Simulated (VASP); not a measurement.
# PbI2 (P-3m1) in VASP: notebook

PbI2 is run at these levels: PBE, LDA, r2SCAN; tasks: single point.

All numbers are computed with VASP 6.6.1; they aren't measurements. Logs are shortened: lines on timing, memory, paths and dates and some standing lists are left out, and cuts for length are marked.

## (1) The cell of the first run

It takes space group P-3m1 (No. 164, trigonal). The conventional cell has a = 4.566 Å, b = 4.566 Å, c = 7.041 Å, α = 90.00°, β = 90.00°, γ = 120.00°. Within 4.3 Å of Pb (site symmetry -3m) lie 6 I at 3.24 Å. I (site symmetry 3m) has 3 Pb at 3.24 Å and 3 I at 4.21 Å within 4.3 Å.

## (2) Single point, PBE

The input, INCAR:

```
SYSTEM = PbI2
ALGO = Normal
EDIFF = 1E-6
ENCUT = 500
GGA = PE
GGA_COMPAT = .False.
ISIF = 2
ISMEAR = 0
LASPH = .True.
LCHARG = .False.
LREAL = .False.
LWAVE = .False.
NBANDS = 21
NELM = 120
PREC = Accurate
SIGMA = 0.01
```

The input, KPOINTS:

```
k-points
0
Gamma
  6 6 2
  0 0 0
```

The input, POSCAR:

```
PbI2
1.0
    4.5657260587      0.0000000000      0.0000000000
   -2.2828630293      3.9540347535      0.0000000000
    0.0000000000      0.0000000000      7.0410820790
Pb I
1 2
Direct
    0.0000000000      0.0000000000      0.0000000000
    0.3333333333      0.6666666667      0.2667794131
    0.6666666667      0.3333333333      0.7332205869
```

Potentials or basis: VASP PAW PBE potentials, release 64 (Pb_d, I).

Command:

```bash
$ cat potpaw_PBE.64/Pb_d/POTCAR potpaw_PBE.64/I/POTCAR > POTCAR
$ mpirun -np 1 vasp_std > vasp.out
```

OUTCAR:

```text
SYSTEM = PbI2
   EDIFF = 1E-6
   ENCUT = 500
   GGA = PE
   ISIF = 2
   ISMEAR = 0
   LASPH = .True.
   LREAL = .False.
   NELM = 120
   PREC = Accurate

 ion  position               nearest neighbor table
   1  0.000  0.000  0.000-   2 3.24   3 3.24   2 3.24   3 3.24   3 3.24   2 3.24
   2  0.333  0.667  0.267-   1 3.24   1 3.24   1 3.24
   3  0.667  0.333  0.733-   1 3.24   1 3.24   1 3.24

  LATTYP: Found a hexagonal cell.
 ALAT       =     4.5657260587
 C/A-ratio  =     1.5421604337

  Lattice vectors:

 A1 = (   4.5657260587,   0.0000000000,   0.0000000000)
 A2 = (  -2.2828630293,   3.9540347535,   0.0000000000)
 A3 = (   0.0000000000,   0.0000000000,   7.0410820790)

Analysis of symmetry for initial positions (statically):
=====================================================================
 Subroutine PRICEL returns:
 Original cell was already a primitive cell.

 Routine SETGRP: Setting up the symmetry group for a
 hexagonal supercell.

 Subroutine GETGRP returns: Found 12 space group operations
 (whereof 12 operations were pure point group operations)
 out of a pool of 24 trial point group operations.

The static configuration has the point symmetry D_3d.

Analysis of symmetry for dynamics (positions and initial velocities):
=====================================================================
 Subroutine PRICEL returns:
 Original cell was already a primitive cell.

 Routine SETGRP: Setting up the symmetry group for a
 hexagonal supercell.

 Subroutine GETGRP returns: Found 12 space group operations
 (whereof 12 operations were pure point group operations)
 out of a pool of 24 trial point group operations.

The dynamic configuration has the point symmetry D_3d.

 Subroutine INISYM returns: Found 12 space group operations
 (whereof 12 operations are pure point group operations),
 and found     1 'primitive' translations

----------------------------------------------------------------------------------------

                                     Primitive cell

  volume of cell :     127.1129

  direct lattice vectors                    reciprocal lattice vectors
     4.565726059  0.000000000  0.000000000     0.219023215  0.126453112  0.000000000
    -2.282863029  3.954034754  0.000000000     0.000000000  0.252906224  0.000000000
     0.000000000  0.000000000  7.041082079     0.000000000  0.000000000  0.142023625

  length of vectors
     4.565726059  4.565726059  7.041082079     0.252906224  0.252906224  0.142023625

[... 70 lines left out ...]
   NELM   =    120;   NELMIN=  2; NELMDL= -5     # of ELM steps
   EDIFF  = 0.1E-05   stopping-criterion for ELM
   LREAL  =      F    real-space projection
   EDIFFG = 0.1E-04   stopping-criterion for IOM
   NSW    =      0    number of steps for IOM
   IBRION =     -1    ionic relax: 0-MD 1-quasi-New 2-CG
   NFREE  =      0    steps in history (QN), initial steepest desc. (CG)
   ISIF   =      2    stress and relaxation
   ISYM   =      2    0-nonsym 1-usesym 2-fastsym
   POTIM  = 0.5000    time-step for ionic-motion
   TEBEG  =    0.0;   TEEND  =   0.0 temperature during run
   PSTRESS=    0.0 pullay stress
   NELECT =      28.0000    total number of electrons
   NUPDOWN=      -1.0000    fix difference up-down
   EMIN   =  10.00;   EMAX   =-10.00  energy-range for DOS
   EFERMI =   0.00;   METHOD = LEGACY
   ISMEAR =     0;   SIGMA  =   0.01  broadening in eV -4-tet -1-fermi 0-gaus
   EFERMI_NEDOS =   21; number of points for ismear=-14 and -15
   IALGO  =     38    algorithm
   IMIX   =      4    mixing-type and parameters
     AMIX     =   0.40;   BMIX     =  1.00
     AMIX_MAG =   1.60;   BMIX_MAG =  1.00
  volume/ion in A,a.u.               =      42.37       285.93
  Fermi-wavevector in a.u.,A,eV,Ry     =   0.988699  1.868371 13.300055  0.977526
  Thomas-Fermi vector in A             =   2.120245
   LORBIT       =      0    0 simple, 1 ext, 2 COOP (PROOUT), +10 PAW based schemes
   GGA     = PE    functional components
   LHFCALC =     F    Hartree Fock is set to
   AEXX    =    0.0000 exact exchange contribution
   IVDW    =     0    specifies the selected vdW correction
   LEPSILON=     F    determine dielectric tensor
   LRPA    =     F    only Hartree local field effects (RPA)
 non-spin polarized calculation
 Gauss-broadening in eV      SIGMA  =   0.01
  energy-cutoff  :      500.00
  volume of cell :      127.11
 maximum number of plane-waves:      3242
 NGX is ok and might be reduce to    36
   NGX = 17   NGY = 17   NGZ = 25

 number of electron      27.9999999 magnetization

 Free energy of the ion-electron system (eV)
  ---------------------------------------------------
  ext. energy  EPLUGINS =         0.00000000
  ---------------------------------------------------
  free energy    TOTEN  =        -8.56907566 eV

  energy without entropy =       -8.56907566  energy(sigma->0) =       -8.56907566

 E-fermi :   2.6045     XC(G=0):  -8.0750

 val. band max:        2.5577827407   @ k =   0.0000   0.0000   0.5000
 cond. band min:       4.7851261719   @ k =   0.0000   0.0000   0.5000
 fundamental gap:      2.2273434312
 Fermi energy:         2.6044791268

 k-point     1 :       0.0000    0.0000    0.0000
  band No.  band energies     occupation
      1     -13.5868      2.00000
      2     -13.5868      2.00000
      3     -13.5736      2.00000
      4     -13.5667      2.00000
      5     -13.5667      2.00000
      6      -9.5948      2.00000
[... 325 lines left out ...]
     20      10.2751      0.00000
     21      10.6974      0.00000

------------------------ aborting loop because EDIFF is reached ----------------------------------------

  FORCE on cell =-STRESS in cart. coord.  units (eV):
  Direction    XX          YY          ZZ          XY          YZ          ZX
  --------------------------------------------------------------------------------------
  -------------------------------------------------------------------------------------
  Total        1.0018397      1.0018397      0.9742013      0.0000000     -0.0000000      0.0000000
  in kB       12.6275496     12.6275496     12.2791848      0.0000000     -0.0000000      0.0000000
  external PRESSURE =      12.5114280 kB  Pullay stress =       0.0000000 kB

 VOLUME and BASIS-vectors are now :
 -----------------------------------------------------------------------------
  energy-cutoff  :      500.00
  volume of cell :      127.11
      direct lattice vectors                 reciprocal lattice vectors
     4.565726059  0.000000000  0.000000000     0.219023215  0.126453112  0.000000000
    -2.282863029  3.954034754  0.000000000     0.000000000  0.252906224  0.000000000
     0.000000000  0.000000000  7.041082079     0.000000000  0.000000000  0.142023625

 POSITION                                       TOTAL-FORCE (eV/Angst)
 -----------------------------------------------------------------------------------
      0.00000      0.00000      0.00000         0.000000      0.000000      0.000000
     -0.00000      2.63602      1.87842        -0.000000      0.000000      0.044408
      2.28286      1.31801      5.16267         0.000000     -0.000000     -0.044408
 -----------------------------------------------------------------------------------
    total drift:                                0.000000      0.000000     -0.000000

  FREE ENERGIE OF THE ION-ELECTRON SYSTEM (eV)
  ---------------------------------------------------
  free  energy   TOTEN  =        -8.5690756627 eV

  energy  without entropy=       -8.5690756627  energy(sigma->0) =       -8.56907566
```

OSZICAR:

```text
N       E                     dE             d eps       ncg     rms          rms(c)
DAV:   1     0.232526129694E+03    0.23253E+03   -0.11614E+04   588   0.115E+03
DAV:   2     0.145908013262E+02   -0.21794E+03   -0.20890E+03   611   0.296E+02
DAV:   3    -0.779867634492E+01   -0.22389E+02   -0.22079E+02   763   0.105E+02
DAV:   4    -0.872730065316E+01   -0.92862E+00   -0.92697E+00   776   0.238E+01
DAV:   5    -0.875571427562E+01   -0.28414E-01   -0.28411E-01   809   0.390E+00    0.350E+00
DAV:   6    -0.857022013480E+01    0.18549E+00   -0.45180E-01   779   0.424E+00    0.238E+00
DAV:   7    -0.856628191965E+01    0.39382E-02   -0.17270E-01   785   0.192E+00    0.112E+00
DAV:   8    -0.856889353634E+01   -0.26116E-02   -0.21902E-02   668   0.128E+00    0.208E-01
DAV:   9    -0.856892035294E+01   -0.26817E-04   -0.29826E-03   714   0.410E-01    0.969E-02
DAV:  10    -0.856905339397E+01   -0.13304E-03   -0.39723E-04   678   0.145E-01    0.278E-02
DAV:  11    -0.856907553125E+01   -0.22137E-04   -0.54115E-05   751   0.405E-02    0.151E-02
DAV:  12    -0.856907566267E+01   -0.13142E-06   -0.85533E-06   682   0.160E-02
   1 F= -.85690757E+01 E0= -.85690757E+01  d E =-.265505E-13
```

stdout:

```text
POSCAR found type information on POSCAR PbI
 POSCAR found :  2 types and       3 ions
 scaLAPACK will be used
 LDA part: xc-table for (Slater+PW92), standard interpolation
 POSCAR, INCAR and KPOINTS ok, starting setup
 FFT: planning ... GRIDC
 FFT: planning ... GRID_SOFT
 FFT: planning ... GRID
 WAVECAR not read
 entering main loop
```

It used 78 s of CPU time on 1 thread of AMD EPYC 7R13 Processor (Zen 3), on a shared host.

Results:

```yaml
Free_energy: -8.5691 eV
Pressure: 1.3 GPa
Largest_force: 0.044 eV/Å
Band_gap_on_the_k_mesh: 2.23 eV, direct
```

Forces on the atoms (eV/Å):
```
Pb   0.000  0.000  0.000
I    0.000  0.000  0.044
I    0.000  0.000 -0.044
```

Caveat: the k points lie up to 0.45 Å⁻¹ apart; spin-orbit coupling is left out, which moves the levels of the heavy elements; this functional lacks dispersion, which binds the layers, so the pressure and a relaxed spacing across them are unreliable. A k mesh can miss the band edges.

## (3) Single point, PBE

The input, INCAR:

```
  PREC = Accurate
  ENCUT = 500
  EDIFF = 1E-6
  ISMEAR = 0
  SIGMA = 0.01
  LREAL = F
  LASPH = T
  NELM = 120
  ALGO = Normal
  ISIF = 2
  LWAVE = F
  LCHARG = T
  GGA = PE
  LELF = T
  LVHAR = T
  NBANDS = 21
  GGA_COMPAT = F
```

The input, KPOINTS:

```
regular mesh
0
Gamma
  6 6 2
```

POSCAR is that of step 2.

Potentials or basis: VASP PAW PBE potentials, release 64 (Pb_d, I).

Command:

```bash
$ cat potpaw_PBE.64/Pb_d/POTCAR potpaw_PBE.64/I/POTCAR > POTCAR
$ mpirun -np 1 vasp_std > vasp.out
```

It used 57 s of CPU time on 1 thread of AMD EPYC 7R13 Processor (Zen 3), on a shared host.

Results (log left out):

```
Free energy            : -8.5691 eV
Pressure               : 1.3 GPa
Largest force          : 0.044 eV/Å
Band gap on the k mesh : 2.23 eV, direct
```

Forces in eV/Å, atoms in the order of the input:
```
Pb   0.000  0.000  0.000
I    0.000  0.000  0.044
I    0.000  0.000 -0.044
```

Levels at points of the mesh, in eV from the valence-band top:
| k point | band 11 | band 12 | band 13 | band 14 | band 15 | band 16 | band 17 | band 18 |
| --- | --- | --- | --- | --- | --- | --- | --- | --- |
| (0.00, 0.00, 0.00) | -0.98 | -0.90 | -0.90 | -0.73 | 2.49 | 3.34 | 3.34 | 6.38 |
| (0.50, 0.00, 0.00) | -2.02 | -1.57 | -0.76 | -0.39 | 2.84 | 3.64 | 4.61 | 5.08 |
| (0.00, 0.00, 0.50) | -1.11 | -0.72 | -0.72 | 0.00 | 2.23 | 3.16 | 3.16 | 6.37 |
| (0.50, 0.00, 0.50) | -1.72 | -1.34 | -1.12 | -0.69 | 3.18 | 3.69 | 4.07 | 5.78 |

Caveat: the k points lie up to 0.45 Å⁻¹ apart; spin-orbit coupling is left out, which moves the levels of the heavy elements; this functional lacks dispersion, which binds the layers, so the pressure and a relaxed spacing across them are unreliable.

## (4) Single point, LDA

The input, INCAR:

```
ALGO = Normal ; EDIFF = 1E-6
ENCUT = 500 ; GGA_COMPAT = False
ISIF = 2 ; ISMEAR = 0
LASPH = True ; LCHARG = False
LREAL = False ; LWAVE = False
NBANDS = 21 ; NELM = 120
PREC = Accurate ; SIGMA = 0.01
```

The input, KPOINTS:

```
k-points
0
Gamma
  6 6 2
```

POSCAR is that of step 3.

Potentials or basis: VASP PAW LDA potentials, release 64 (Pb_d, I).

Command:

```bash
$ cat potpaw_LDA.64/Pb_d/POTCAR potpaw_LDA.64/I/POTCAR > POTCAR
$ mpirun -np 1 vasp_std > vasp.out
```

OUTCAR:

```text
EDIFF = 1E-6
   ENCUT = 500
   ISIF = 2
   ISMEAR = 0
   LASPH = True
   LREAL = False
   NELM = 120
   PREC = Accurate

 ion  position               nearest neighbor table
   1  0.000  0.000  0.000-   2 3.24   3 3.24   2 3.24   3 3.24   3 3.24   2 3.24
   2  0.333  0.667  0.267-   1 3.24   1 3.24   1 3.24
   3  0.667  0.333  0.733-   1 3.24   1 3.24   1 3.24

  LATTYP: Found a hexagonal cell.
 ALAT       =     4.5657260587
 C/A-ratio  =     1.5421604337

  Lattice vectors:

 A1 = (   4.5657260587,   0.0000000000,   0.0000000000)
 A2 = (  -2.2828630293,   3.9540347535,   0.0000000000)
 A3 = (   0.0000000000,   0.0000000000,   7.0410820790)

Analysis of symmetry for initial positions (statically):
=====================================================================
 Subroutine PRICEL returns:
 Original cell was already a primitive cell.

 Routine SETGRP: Setting up the symmetry group for a
 hexagonal supercell.

 Subroutine GETGRP returns: Found 12 space group operations
 (whereof 12 operations were pure point group operations)
 out of a pool of 24 trial point group operations.

The static configuration has the point symmetry D_3d.

Analysis of symmetry for dynamics (positions and initial velocities):
=====================================================================
 Subroutine PRICEL returns:
 Original cell was already a primitive cell.

 Routine SETGRP: Setting up the symmetry group for a
 hexagonal supercell.

 Subroutine GETGRP returns: Found 12 space group operations
 (whereof 12 operations were pure point group operations)
 out of a pool of 24 trial point group operations.

The dynamic configuration has the point symmetry D_3d.

 Subroutine INISYM returns: Found 12 space group operations
 (whereof 12 operations are pure point group operations),
[... 101 lines left out ...]
   EFERMI =   0.00;   METHOD = LEGACY
   ISMEAR =     0;   SIGMA  =   0.01  broadening in eV -4-tet -1-fermi 0-gaus
   EFERMI_NEDOS =   21; number of points for ismear=-14 and -15
   IALGO  =     38    algorithm
   IMIX   =      4    mixing-type and parameters
     AMIX     =   0.40;   BMIX     =  1.00
     AMIX_MAG =   1.60;   BMIX_MAG =  1.00
  volume/ion in A,a.u.               =      42.37       285.93
  Fermi-wavevector in a.u.,A,eV,Ry     =   0.988699  1.868371 13.300055  0.977526
  Thomas-Fermi vector in A             =   2.120245
   LORBIT       =      0    0 simple, 1 ext, 2 COOP (PROOUT), +10 PAW based schemes
   GGA     = CA    functional components
   LHFCALC =     F    Hartree Fock is set to
   AEXX    =    0.0000 exact exchange contribution
   IVDW    =     0    specifies the selected vdW correction
   LEPSILON=     F    determine dielectric tensor
   LRPA    =     F    only Hartree local field effects (RPA)
 non-spin polarized calculation
 Gauss-broadening in eV      SIGMA  =   0.01
  energy-cutoff  :      500.00
  volume of cell :      127.11
 maximum number of plane-waves:      3242
 NGX is ok and might be reduce to    36
   NGX = 17   NGY = 17   NGZ = 25

 number of electron      27.9999999 magnetization

 Free energy of the ion-electron system (eV)
  ---------------------------------------------------
  ext. energy  EPLUGINS =         0.00000000
  ---------------------------------------------------
  free energy    TOTEN  =       -10.00924233 eV

  energy without entropy =      -10.00924233  energy(sigma->0) =      -10.00924233

 E-fermi :   2.3949     XC(G=0):  -8.4526

 val. band max:        2.3497406164   @ k =   0.0000   0.0000   0.5000
 cond. band min:       4.3878442622   @ k =   0.0000   0.0000   0.5000
 fundamental gap:      2.0381036459
 Fermi energy:         2.3948702588

 k-point     1 :       0.0000    0.0000    0.0000
  band No.  band energies     occupation
      1     -13.7464      2.00000
      2     -13.7464      2.00000
      3     -13.7277      2.00000
      4     -13.7215      2.00000
      5     -13.7215      2.00000
      6      -9.8503      2.00000
[... 325 lines left out ...]
     20       9.9233      0.00000
     21      10.3921      0.00000

------------------------ aborting loop because EDIFF is reached ----------------------------------------

  FORCE on cell =-STRESS in cart. coord.  units (eV):
  Direction    XX          YY          ZZ          XY          YZ          ZX
  --------------------------------------------------------------------------------------
  -------------------------------------------------------------------------------------
  Total       -1.1693663     -1.1693663     -1.2217275     -0.0000000      0.0000000      0.0000000
  in kB      -14.7391152    -14.7391152    -15.3990954     -0.0000000      0.0000000      0.0000000
  external PRESSURE =     -14.9591086 kB  Pullay stress =       0.0000000 kB

 VOLUME and BASIS-vectors are now :
 -----------------------------------------------------------------------------
  energy-cutoff  :      500.00
  volume of cell :      127.11
      direct lattice vectors                 reciprocal lattice vectors
     4.565726059  0.000000000  0.000000000     0.219023215  0.126453112  0.000000000
    -2.282863029  3.954034754  0.000000000     0.000000000  0.252906224  0.000000000
     0.000000000  0.000000000  7.041082079     0.000000000  0.000000000  0.142023625

 POSITION                                       TOTAL-FORCE (eV/Angst)
 -----------------------------------------------------------------------------------
      0.00000      0.00000      0.00000        -0.000000      0.000000      0.000000
     -0.00000      2.63602      1.87842        -0.000000     -0.000000     -0.176873
      2.28286      1.31801      5.16267         0.000000      0.000000      0.176873
 -----------------------------------------------------------------------------------
    total drift:                                0.000000      0.000000     -0.000000

  FREE ENERGIE OF THE ION-ELECTRON SYSTEM (eV)
  ---------------------------------------------------
  free  energy   TOTEN  =       -10.0092423328 eV

  energy  without entropy=      -10.0092423328  energy(sigma->0) =      -10.00924233
```

It used 57 s of CPU time on 1 thread of AMD EPYC 7R13 Processor (Zen 3) (shared host).

Results:

```
Free energy            : -10.0092 eV
Pressure               : -1.5 GPa
Largest force          : 0.177 eV/Å
Band gap on the k mesh : 2.04 eV, direct
```

Forces on the atoms (eV/Å):
```
Pb   0.000  0.000  0.000
I    0.000  0.000 -0.177
I    0.000  0.000  0.177
```

Caveat: the k points lie up to 0.45 Å⁻¹ apart; spin-orbit coupling is left out, which moves the levels of the heavy elements. A hybrid or GW would open this gap; LDA tends to underestimate it.

## (5) Single point, PBE

The input, INCAR:

```
PREC = Accurate
ENCUT = 500
EDIFF = 1E-6
ISMEAR = 0
SIGMA = 0.01
LREAL = False
LASPH = True
NELM = 120
ALGO = Normal
ISIF = 2
LWAVE = False
LCHARG = True
GGA = PE
LELF = True
LVHAR = True
NBANDS = 21
GGA_COMPAT = False
```

The input, KPOINTS:

```
Automatic mesh
0
Gamma
  6 6 4
```

POSCAR is that of step 4.

Potentials or basis: VASP PAW PBE potentials, release 64 (Pb_d, I).

Command:

```bash
$ cat potpaw_PBE.64/Pb_d/POTCAR potpaw_PBE.64/I/POTCAR > POTCAR
$ mpirun -np 1 vasp_std > vasp.out
```

It used 120 s of CPU time on 1 thread of AMD EPYC 7R13 Processor (Zen 3) (shared host).

The run converged. Its results:

| Item | Value |
| --- | --- |
| Free energy | -8.5704 eV |
| Pressure | 1.2 GPa |
| Largest force | 0.046 eV/Å |
| Band gap on the k mesh | 2.23 eV, direct |

Forces on the atoms (eV/Å):
```
Pb   0.000  0.000  0.000
I    0.000  0.000  0.046
I    0.000  0.000 -0.046
```

Levels at points of the mesh, in eV from the valence-band top:
```csv
k point,band 12,band 13,band 14,band 15,band 16,band 17
"(0.00, 0.00, 0.00)",-0.90,-0.90,-0.73,2.49,3.34,3.34
"(0.50, 0.00, 0.00)",-1.57,-0.76,-0.39,2.84,3.64,4.61
"(0.00, 0.00, 0.50)",-0.72,-0.72,0.00,2.23,3.16,3.16
"(0.50, 0.00, 0.50)",-1.34,-1.12,-0.69,3.18,3.69,4.07
```

Caveat: spin-orbit coupling is left out, which moves the levels of the heavy elements; this functional lacks dispersion, which binds the layers, so the pressure and a relaxed spacing across them are unreliable. A k mesh can miss the band edges.

(Part 1 of 2 ends here.)
